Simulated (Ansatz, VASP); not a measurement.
# One calculation of BAs, two programs

File INCAR:

```
SYSTEM = BAs
PREC = Accurate
ENCUT = 520
EDIFF = 1E-6
ISMEAR = -1
SIGMA = 0.05
LREAL = .FALSE.
LASPH = .TRUE.
NELM = 60
ALGO = Normal
ISIF = 2
LWAVE = .FALSE.
LCHARG = .TRUE.
LELF = .TRUE.
LVHAR = .TRUE.
NBANDS = 11
```

KPOINTS

```
regular mesh
0
G
  15 15 15
  0 0 0
```

The input POSCAR:

```
BAs
1.0
    0.0000000000      2.3179767790      2.3179767790
    2.3179767790      0.0000000000      2.3179767790
    2.3179767790      2.3179767790      0.0000000000
B As
1 1
Direct
    0.0000000000      0.0000000000      0.0000000000
    0.2500000000      0.2500000000      0.2500000000
```

Input for Ansatz:

```yaml
crystal:
  lattice:
    - [0.0, 2.317976779, 2.317976779]
    - [2.317976779, 0.0, 2.317976779]
    - [2.317976779, 2.317976779, 0.0]
  atoms:
    - { symbol: B, position: [0.0, 0.0, 0.0] }
    - { symbol: As, position: [0.25, 0.25, 0.25] }
kpoints:
  mp_grid: { grid: [15, 15, 15] }
scf:
  occupations: { method: fermi_dirac, width: 0.05 }
hamiltonian:
  xc: lda
  pseudopotentials: { kind: paw }
output:
  forces: true
  stress: true
  eigenvalues: true
  populations: true
```

Change from the starting cell: volume scaled by 0.94, PAW files.

Alike in both runs: task single point; functional LDA; k mesh 15 × 15 × 15; occupations fermi-dirac, width 0.05 eV; no spin polarisation.

|  | VASP | Ansatz |
| --- | --- | --- |
| version | VASP 6.6.1 | Ansatz 0.2.0 |
| potentials or method | VASP PAW LDA potentials, release 64 (B, As) | PAW with Ansatz's default frozen-core files, scalar-relativistic |
| plane-wave cutoff (eV) | 520 | 420 |
| valence electrons in the cell | 8 | 18 |

|  | VASP | Ansatz | Ansatz less VASP |
| --- | --- | --- | --- |
| pressure (GPa) | 11.5 | 10.3 | -1.26 |

LDA's correlation is that of Perdew and Zunger in VASP and of Perdew and Wang (1992) in Ansatz. VASP's potentials hold 8 valence electrons a cell and Ansatz's 18, so a difference there can come from the potentials and not from the codes.
